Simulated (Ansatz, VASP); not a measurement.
SiC: VASP beside Ansatz

```
CELL_PARAMETERS angstrom
0.00000 2.17831 2.17831
2.17831 0.00000 2.17831
2.17831 2.17831 0.00000
ATOMIC_POSITIONS crystal
Si 0.75000 0.75000 0.75000
C 0.00000 0.00000 0.00000
```

Alike in both runs: task single point; functional r2SCAN; k mesh 10 × 10 × 10; occupations gaussian, width 0.02 eV; no spin polarisation.

```csv
,VASP,Ansatz
version,VASP 6.6.1,Ansatz 0.2.0
potentials or method,"VASP PAW PBE potentials, release 64 (Si, C), cutoff 660 eV","scalar-relativistic, plane waves, PAW"
valence electrons in the cell,8,8
```

|  | VASP | Ansatz | Ansatz less VASP |
| --- | --- | --- | --- |
| gap on the k mesh at the Fermi level (eV) | 1.73 | 1.71 | -0.015 |
| least direct gap on the mesh (eV) | 5.06 | 5.05 | -0.009 |
| pressure (GPa) | -0.4 | 0.0 | +0.44 |

VASP's potentials were made for PBE, not for r2SCAN. The functional is the same, so the differences come from potentials, cutoffs and numerics.
